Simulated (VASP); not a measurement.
Input of a VASP 6.6.1 run:

Contents of INCAR:

```
  ALGO = Fast
  EDIFF = 1E-7
  ENCUT = 520
  GGA = PE
  ISIF = 2
  ISMEAR = 0
  LASPH = T
  LCHARG = F
  LREAL = F
  LWAVE = F
  NBANDS = 16
  NELM = 100
  PREC = Accurate
  SIGMA = 0.15
```

KPOINTS

```
k-points
0
Gamma
  18 18 18
```

The input POSCAR:

```
AlRu
1.0
    3.0324730129      0.3646081922      0.3646081922
    0.3646081922      3.0324730129      0.3646081922
    0.3646081922      0.3646081922      3.0324730129
Al Ru
1 1
Direct
    0.0000000000      0.0000000000      0.0000000000
    0.5000000000      0.5000000000      0.5000000000
```

Potentials or basis: VASP PAW PBE potentials, release 64 (Al, Ru_pv).

The run is started by

```bash
$ cat potpaw_PBE.64/Al/POTCAR potpaw_PBE.64/Ru_pv/POTCAR > POTCAR
$ mpirun -np 1 vasp_std > vasp.out
```

**Question.** Estimate the pressure.

**Answer.** 16.9 GPa.

Stress tensor (GPa, compression positive):
```
 16.89 -11.29 -11.29
-11.29  16.89 -11.29
-11.29 -11.29  16.89
```
